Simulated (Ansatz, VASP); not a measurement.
One calculation of Si3Ag, two programs

File INCAR:

```
SYSTEM = Si3Ag
PREC = Accurate ; ENCUT = 600
EDIFF = 1E-6 ; ISMEAR = 0
SIGMA = 0.1 ; LREAL = .FALSE.
LASPH = .TRUE. ; NELM = 60
ALGO = Normal ; ISIF = 3
LWAVE = .FALSE. ; LCHARG = .FALSE.
GGA = PE ; IBRION = 2
NSW = 90 ; EDIFFG = -0.04
```

Contents of KPOINTS:

```
regular mesh
0
G
  6 6 6
  0 0 0
```

POSCAR

```
Si3Ag
1.0
    0.0000000000      3.2151640820      3.2151640820
    3.2151640820      0.0000000000      3.2151640820
    3.2151640820      3.2151640820      0.0000000000
Si Ag
3 1
Direct
    0.0000000000      0.0000000000      0.0000000000
    0.2500000000      0.2500000000      0.2500000000
    0.7500000000      0.7500000000      0.7500000000
    0.5000000000      0.5000000000      0.5000000000
```

Input for Ansatz:

```yaml
crystal:
  lattice:
    - [0.0, 3.215164082, 3.215164082]
    - [3.215164082, 0.0, 3.215164082]
    - [3.215164082, 3.215164082, 0.0]
  atoms:
    - { symbol: Si, position: [0.0, 0.0, 0.0] }
    - { symbol: Si, position: [0.25, 0.25, 0.25] }
    - { symbol: Si, position: [0.75, 0.75, 0.75] }
    - { symbol: Ag, position: [0.5, 0.5, 0.5] }
basis:
  ecutwfc: 420
kpoints:
  mp_grid: { grid: [6, 6, 6] }
hamiltonian:
  xc: pbe
scf:
  occupations: { method: gaussian, width: 0.1 }
  lower_state_search: "off"
output:
  forces: true
  stress: true
  eigenvalues: true
relax:
  adjacent_minimum: "off"
  f_tol: 0.04
  max_steps: 70
  cell: { stress_tol: 0.4 }
```

Alike in both runs: task relaxation of cell and atoms; functional PBE; k mesh 6 × 6 × 6; occupations gaussian, width 0.1 eV; no spin polarisation.

```csv
,VASP,Ansatz
version,VASP 6.6.1,Ansatz 0.2.0
potentials or method,"VASP PAW PBE potentials, release 64 (Si, Ag), cutoff 600 eV","scalar-relativistic, plane waves, PAW"
valence electrons in the cell,23,31
```

VASP gave:

| Property | Result |
| --- | --- |
| gap on the k mesh at the Fermi level, each at its own relaxed structure (eV) | none |
| relaxed volume (Å³/atom) | 16.30 |
| relaxed length of the cell vector where the two differ most in proportion (Å) | 4.518 |

Question: Estimate Ansatz's values.

Answer: gap on the k mesh at the Fermi level, each at its own relaxed structure (eV): none; relaxed volume (Å³/atom): 16.31; relaxed length of the cell vector where the two differ most in proportion (Å): 4.519.

A gap of «none» marks a metal or a gap that the smearing closes. VASP's potentials hold 23 valence electrons a cell and Ansatz's 31, so a difference there can come from the potentials and not from the codes.
